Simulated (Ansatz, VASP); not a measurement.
## NbGaSe3 in VASP and in Ansatz

```
Nb Ga Se
1.0
     5.06763    0.00000    0.00000
     0.00000    5.06763    0.00000
     0.00000    0.00000    5.06763
Nb Ga Se
1 1 3
Direct
  0.50000 0.50000 0.50000
  0.00000 0.00000 0.00000
  0.50000 0.50000 0.00000
  0.00000 0.50000 0.50000
  0.50000 0.00000 0.50000
```

Change from the starting cell: species swapped into the ZnAgF3 type (Pm-3m, No. 221).

Alike in both runs: task relaxation of cell and atoms; functional PBE; k mesh 8 × 8 × 8; occupations gaussian, width 0.1 eV; no spin polarisation.

|  | VASP | Ansatz |
| --- | --- | --- |
| version | VASP 6.6.1 | Ansatz 0.2.0 |
| potentials or method | VASP PAW PBE potentials, release 64 (Nb_sv, Ga_d, Se), cutoff 600 eV | scalar-relativistic, plane waves, PAW |
| valence electrons in the cell | 44 | 74 |

|  | VASP | Ansatz | Ansatz less VASP |
| --- | --- | --- | --- |
| gap on the k mesh at the Fermi level, each at its own relaxed structure (eV) | none | none | - |
| relaxed volume (Å³/atom) | 26.20 | 26.21 | +0.011 |
| relaxed length of the cell vector where the two differ most in proportion (Å) | 5.079 | 5.079 | +0.0007 |

A gap of «none» marks a metal or a gap that the smearing closes. VASP's potentials hold 44 valence electrons a cell and Ansatz's 74, so a difference there can come from the potentials and not from the codes.
